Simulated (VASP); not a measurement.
# CaB2 (I4/mmm) in VASP: single point with r2SCAN

Aim: the single point of CaB2 with r2SCAN.

Program: VASP 6.6.1. These are calculated values, not measurements. Logs are shortened: lines on timing, memory, paths and dates and some standing lists are left out, and cuts for length are marked.

**1. The cell of the first run**

It takes space group I4/mmm (No. 139, tetragonal). The conventional cell has a = 5.305 Å, b = 5.305 Å, c = 3.133 Å, α = 90.00°, β = 90.00°, γ = 90.00°. Ca (site symmetry 4/mmm) has 16 B at 2.77 to 3.54 Å and 2 Ca at 3.13 Å within 3.6 Å. Within 2.1 Å of B (site symmetry -4m2) lie 2 B at 1.57 Å.

**2. Single point, r2SCAN**

Contents of POSCAR:

```
CaB2
1.0
   -2.6524919130      1.5666057753      2.6525126274
    2.6524919130     -1.5666057753      2.6525126274
    2.6524919130      1.5666057753     -2.6525126274
Ca B
1 2
Direct
    0.0000000000      0.0000000000      0.0000000000
    0.2500001387      0.5000000000      0.7500001387
    0.7499998613      0.5000000000      0.2499998613
```

Contents of INCAR.step1:

```
  ALGO = Normal
  EDIFF = 1E-4
  ENCUT = 520
  GGA = PE
  ISMEAR = 0
  LASPH = T
  LCHARG = F
  LREAL = F
  LWAVE = T
  NBANDS = 15
  NELM = 60
  PREC = Accurate
  SIGMA = 0.02
```

Contents of INCAR.step2:

```
  ALGO = Normal
  EDIFF = 1E-6
  ENCUT = 520
  ISIF = 2
  ISMEAR = 0
  ISTART = 1
  LASPH = T
  LCHARG = T
  LELF = T
  LMIXTAU = T
  LREAL = F
  LVHAR = T
  LWAVE = F
  METAGGA = R2SCAN
  NBANDS = 15
  NELM = 60
  PREC = Accurate
  SIGMA = 0.02
```

Contents of KPOINTS:

```
k-points
0
Gamma
  10 10 10
```

Potentials or basis: VASP PAW PBE potentials, release 64 (Ca_sv, B).

On the command line:

```bash
$ cat potpaw_PBE.64/Ca_sv/POTCAR potpaw_PBE.64/B/POTCAR > POTCAR
$ cp INCAR.step1 INCAR
$ mpirun -np 1 vasp_std > vasp.out
$ cp INCAR.step2 INCAR
$ mpirun -np 1 vasp_std > vasp.out
```

OUTCAR:

```text
EDIFF = 1E-6
   ENCUT = 520
   ISIF = 2
   ISMEAR = 0
   ISTART = 1
   LASPH = T
   LREAL = F
   METAGGA = R2SCAN
   NELM = 60
   PREC = Accurate

 ion  position               nearest neighbor table
   1  0.000  0.000  0.000-
   2  0.250  0.500  0.750-   3 1.57   3 1.57
   3  0.750  0.500  0.250-   2 1.57   2 1.57

  LATTYP: Found a body centered orthorhombic cell.
 ALAT       =     3.1332115506
 B/A-ratio  =     1.6931457517
 C/A-ratio  =     1.6931589741

  Lattice vectors:

 A1 = (   2.6524919130,   1.5666057753,   2.6525126274)
 A2 = (  -2.6524919130,  -1.5666057753,   2.6525126274)
 A3 = (   2.6524919130,  -1.5666057753,  -2.6525126274)

Analysis of symmetry for initial positions (statically):
=====================================================================
 Subroutine PRICEL returns:
 Original cell was already a primitive cell.

 Routine SETGRP: Setting up the symmetry group for a
 body centered orthorhombic supercell.

 Subroutine GETGRP returns: Found  8 space group operations
 (whereof  8 operations were pure point group operations)
 out of a pool of  8 trial point group operations.

The static configuration has the point symmetry D_2h.

Analysis of symmetry for dynamics (positions and initial velocities):
=====================================================================
 Subroutine PRICEL returns:
 Original cell was already a primitive cell.

 Routine SETGRP: Setting up the symmetry group for a
 body centered orthorhombic supercell.

 Subroutine GETGRP returns: Found  8 space group operations
 (whereof  8 operations were pure point group operations)
 out of a pool of  8 trial point group operations.

The dynamic configuration has the point symmetry D_2h.

 Subroutine INISYM returns: Found  8 space group operations
 (whereof  8 operations are pure point group operations),
 and found     1 'primitive' translations

----------------------------------------------------------------------------------------

                                     Primitive cell

  volume of cell :      44.0891

  direct lattice vectors                    reciprocal lattice vectors
    -2.652491913  1.566605775  2.652512627     0.000000000  0.319161341  0.188500516
     2.652491913 -1.566605775  2.652512627     0.188501988  0.000000000  0.188500516
     2.652491913  1.566605775 -2.652512627     0.188501988  0.319161341  0.000000000

  length of vectors
     4.065192522  4.065192522  4.065192522     0.370670212  0.266581028  0.370670961

  position of ions in fractional coordinates (direct lattice)
     0.000000000  0.000000000  0.000000000
     0.250000139  0.500000000  0.750000139
     0.749999861  0.500000000  0.249999861

  ion indices of the primitive-cell ions
   primitive index   ion index
                 1           1
                 2           2
                 3           3

----------------------------------------------------------------------------------------

 KPOINTS: k-points

Automatic generation of k-mesh.
 Grid dimensions read from file:
 generate k-points for:   10   10   10

 Generating k-lattice:

  Cartesian coordinates                     Fractional coordinates (reciprocal lattice)
     0.000000000  0.031916134  0.018850052     0.100000000  0.000000000 -0.000000000
     0.018850199  0.000000000  0.018850052     0.000000000  0.100000000 -0.000000000
     0.018850199  0.031916134  0.000000000     0.000000000  0.000000000  0.100000000

  Length of vectors
     0.037067021  0.026658103  0.037067096

  Shift w.r.t. Gamma in fractional coordinates (k-lattice)
     0.000000000  0.000000000  0.000000000

 Subroutine IBZKPT returns following result:
 ===========================================

 Found    171 irreducible k-points:

 Following reciprocal coordinates:
            Coordinates               Weight
  0.000000  0.000000  0.000000      1.000000
  0.100000 -0.000000  0.000000      4.000000
  0.100000 -0.100000  0.000000      4.000000
  0.200000 -0.000000  0.000000      4.000000
  0.200000 -0.200000  0.000000      4.000000
  0.300000 -0.000000  0.000000      4.000000
[... 16 lines left out ...]
 -0.400000  0.100000 -0.000000      8.000000
 -0.300000  0.400000 -0.100000      8.000000
 [... further k-points ...]
   k-points           NKPTS =    171   k-points in BZ     NKDIM =    171   number of bands    NBANDS=     15
   number of dos      NEDOS =    301   number of ions     NIONS =      3
   total plane-waves  NPLWV =  27000
   dimension x,y,z NGX =    30 NGY =   30 NGZ =   30
   dimension x,y,z NGXF=    60 NGYF=   60 NGZF=   60
   ions per type =               1   2
   NGX,Y,Z   is equivalent  to a cutoff of  12.27, 12.27, 12.27 a.u.
   NGXF,Y,Z  is equivalent  to a cutoff of  24.54, 24.54, 24.54 a.u.
 SYSTEM =  unknown system
   PREC   = accura    normal or accurate (medium, high low for compatibility)
   ISTART =      1    job   : 0-new  1-cont  2-samecut
   ICHARG =      0    charge: 1-file 2-atom 10-const
   ISPIN  =      1    spin polarized calculation?
   LNONCOLLINEAR =      F non collinear calculations
   LSORBIT =      F    spin-orbit coupling
   LASPH  =      T    aspherical Exc in radial PAW
   ENCUT  =  520.0 eV  38.22 Ry    6.18 a.u.   7.56  7.56  7.56*2*pi/ulx,y,z
   NELM   =     60;   NELMIN=  2; NELMDL=  0     # of ELM steps
   EDIFF  = 0.1E-05   stopping-criterion for ELM
   LREAL  =      F    real-space projection
   EDIFFG = 0.1E-04   stopping-criterion for IOM
   NSW    =      0    number of steps for IOM
   IBRION =     -1    ionic relax: 0-MD 1-quasi-New 2-CG
   NFREE  =      0    steps in history (QN), initial steepest desc. (CG)
   ISIF   =      2    stress and relaxation
   ISYM   =      2    0-nonsym 1-usesym 2-fastsym
   POTIM  = 0.5000    time-step for ionic-motion
   TEBEG  =    0.0;   TEEND  =   0.0 temperature during run
   PSTRESS=    0.0 pullay stress
   NELECT =      16.0000    total number of electrons
   NUPDOWN=      -1.0000    fix difference up-down
   EMIN   =  10.00;   EMAX   =-10.00  energy-range for DOS
   EFERMI =   0.00;   METHOD = LEGACY
   ISMEAR =     0;   SIGMA  =   0.02  broadening in eV -4-tet -1-fermi 0-gaus
   EFERMI_NEDOS =   21; number of points for ismear=-14 and -15
   IALGO  =     38    algorithm
   IMIX   =      4    mixing-type and parameters
     AMIX     =   0.40;   BMIX     =  1.00
     AMIX_MAG =   1.60;   BMIX_MAG =  1.00
  volume/ion in A,a.u.               =      14.70        99.18
  Fermi-wavevector in a.u.,A,eV,Ry     =   1.167717  2.206666 18.552413  1.363564
  Thomas-Fermi vector in A             =   2.304214
   LORBIT       =      0    0 simple, 1 ext, 2 COOP (PROOUT), +10 PAW based schemes
   METAGGA = R2SCAN    functional components
   LHFCALC =     F    Hartree Fock is set to
   AEXX    =    0.0000 exact exchange contribution
   IVDW    =     0    specifies the selected vdW correction
   LEPSILON=     F    determine dielectric tensor
   LRPA    =     F    only Hartree local field effects (RPA)
 non-spin polarized calculation
 Gauss-broadening in eV      SIGMA  =   0.02
  energy-cutoff  :      520.00
  volume of cell :       44.09
 maximum number of plane-waves:      1201
   NGX = 15   NGY = 15   NGZ = 15

 number of electron      15.9999997 magnetization

 Free energy of the ion-electron system (eV)
  ---------------------------------------------------
  ext. energy  EPLUGINS =         0.00000000
  ---------------------------------------------------
  free energy    TOTEN  =       -22.43125972 eV

  energy without entropy =      -22.43125972  energy(sigma->0) =      -22.43125972

 E-fermi :   3.9961     XC(G=0): -10.3883

 val. band max:        3.8996347274   @ k =   0.5000   0.2000   0.1000
 cond. band min:       4.1299623014   @ k =  -0.3000   0.5000  -0.2000
 fundamental gap:      0.2303275740
 Fermi energy:         3.9960628753

 k-point     1 :       0.0000    0.0000    0.0000
  band No.  band energies     occupation
      1     -38.7576      2.00000
      2     -18.8294      2.00000
      3     -18.7919      2.00000
      4     -18.7919      2.00000
      5      -7.0961      2.00000
      6       0.4067      2.00000
      7       2.1791      2.00000
      8       2.1791      2.00000
      9       5.3458      0.00000
     10       5.3680      0.00000
     11       8.3851      0.00000
     12       8.3852      0.00000
     13       8.4768      0.00000
     14       9.4484      0.00000
     15      11.7202      0.00000

 k-point     2 :       0.1000   -0.0000    0.0000
  band No.  band energies     occupation
      1     -38.7505      2.00000
      2     -18.8877      2.00000
      3     -18.7898      2.00000
      4     -18.7889      2.00000
      5      -6.9354      2.00000
      6       0.1195      2.00000
      7       2.1317      2.00000
      8       2.1834      2.00000
      9       5.6804      0.00000
     10       5.6806      0.00000
     11       7.8938      0.00000
     12       7.9620      0.00000
     13       8.6514      0.00000
     14       9.6268      0.00000
     15      12.1670      0.00000

 k-point     3 :       0.1000   -0.1000    0.0000
  band No.  band energies     occupation
      1     -38.7505      2.00000
      2     -18.8877      2.00000
      3     -18.7898      2.00000
      4     -18.7889      2.00000
      5      -6.9354      2.00000
      6       0.1195      2.00000
      7       2.1317      2.00000
      8       2.1834      2.00000
      9       5.6804      0.00000
     10       5.6806      0.00000
     11       7.8938      0.00000
     12       7.9620      0.00000
     13       8.6514      0.00000
     14       9.6268      0.00000
     15      12.1670      0.00000

 k-point     4 :       0.2000   -0.0000    0.0000
  band No.  band energies     occupation
      1     -38.7317      2.00000
      2     -19.0378      2.00000
      3     -18.7836      2.00000
      4     -18.7809      2.00000
      5      -6.4765      2.00000
      6      -0.6443      2.00000
      7       2.1356      2.00000
      8       2.2495      2.00000
      9       6.4068      0.00000
     10       6.5067      0.00000
     11       6.9944      0.00000
     12       7.0338      0.00000
     13       9.0149      0.00000
     14      10.3163      0.00000
     15      12.1200      0.00000
[... 307 lines left out ...]
 k-point    22 :      -0.4000    0.5000   -0.1000
  band No.  band energies     occupation
      1     -38.6821      2.00000
      2     -19.4125      2.00000
      3     -18.7645      2.00000
      4     -18.7600      2.00000
      5      -4.0701      2.00000
      6      -3.7063      2.00000
      7       2.8056      2.00000
      8       3.5165      2.00000
      9       4.3159      0.00000
     10       4.9431      0.00000
     11       7.4881      0.00000
     12       8.9469      0.00000
     13       9.9289      0.00000
     14      10.1040      0.00000
     15      11.5586      0.00000

 k-point    23 :      -0.4000    0.1000   -0.0000
  band No.  band energies     occupation
      1     -38.6899      2.00000
      2     -19.3587      2.00000
      3     -18.7669      2.00000
      4     -18.7557      2.00000
      5      -5.0157      2.00000
      6      -2.7203      2.00000
      7       2.7826      2.00000
      8       3.5493      2.00000
      9       4.5106      0.00000
     10       5.0283      0.00000
     11       8.0372      0.00000
     12       8.2850      0.00000
     13       9.7833      0.00000
     14      10.2250      0.00000
     15      10.7080      0.00000

 k-point    24 :      -0.3000    0.4000   -0.1000
  band No.  band energies     occupation
      1     -38.6899      2.00000
      2     -19.3587      2.00000
      3     -18.7669      2.00000
      4     -18.7556      2.00000
      5      -5.0157      2.00000
      6      -2.7203      2.00000
      7       2.7826      2.00000
      8       3.5493      2.00000
      9       4.5106      0.00000
     10       5.0283      0.00000
     11       8.0372      0.00000
     12       8.2850      0.00000
     13       9.7832      0.00000
     14      10.2250      0.00000
     15      10.7079      0.00000

 [... further k-points ...]
[... 5 lines left out ...]
  --------------------------------------------------------------------------------------
  -------------------------------------------------------------------------------------
  Total        0.1133723     -0.0053536      0.1131085      0.0000000      0.0000000      0.0000000
  in kB        4.1198951     -0.1945485      4.1103096      0.0000000      0.0000000      0.0000000
  external PRESSURE =       2.6785521 kB  Pullay stress =       0.0000000 kB

 VOLUME and BASIS-vectors are now :
 -----------------------------------------------------------------------------
  energy-cutoff  :      520.00
  volume of cell :       44.09
      direct lattice vectors                 reciprocal lattice vectors
    -2.652491913  1.566605775  2.652512627     0.000000000  0.319161341  0.188500516
     2.652491913 -1.566605775  2.652512627     0.188501988  0.000000000  0.188500516
     2.652491913  1.566605775 -2.652512627     0.188501988  0.319161341  0.000000000

 POSITION                                       TOTAL-FORCE (eV/Angst)
 -----------------------------------------------------------------------------------
      0.00000      0.00000      0.00000        -0.000000     -0.000000      0.000000
      2.65249      0.78330      0.00000         0.000000      0.000005     -0.000000
      0.00000      0.78330      2.65251         0.000000     -0.000005      0.000000
 -----------------------------------------------------------------------------------
    total drift:                                0.000000      0.000000     -0.000000

  FREE ENERGIE OF THE ION-ELECTRON SYSTEM (eV)
  ---------------------------------------------------
  free  energy   TOTEN  =       -22.4312597169 eV

  energy  without entropy=      -22.4312597169  energy(sigma->0) =      -22.43125972
```

Wall time 7.9 min (1 thread of Intel Xeon Platinum 8259CL at 2.50GHz (Skylake/Cascade Lake), shared host); peak memory 0.25 GiB.

What came out:

```yaml
Free_energy: -22.4313 eV
Pressure: 0.3 GPa
Band_gap_on_the_k_mesh: 0.23 eV, indirect (least direct gap 0.40 eV)
```

Levels at points of the mesh, in eV from the valence-band top:
```
           k point  band 6  band 7  band 8  band 9  band 10  band 11
(0.00, 0.00, 0.00)   -3.49   -1.72   -1.72    1.45     1.47     4.49
(0.50, 0.00, 0.00)   -7.61   -1.06   -0.34    0.33     1.07     3.45
(0.50, 0.50, 0.00)   -7.61   -1.06   -0.34    0.33     1.07     3.45
(0.00, 0.50, 0.00)   -4.98   -3.51   -2.48    1.75     3.93     5.16
(0.50, 0.50, 0.50)   -3.81   -3.69   -3.69    1.27     5.40     5.41
```

Caveat: the PAW data sets were made with another functional, which shifts forces and pressure a little. A k mesh can miss the band edges.
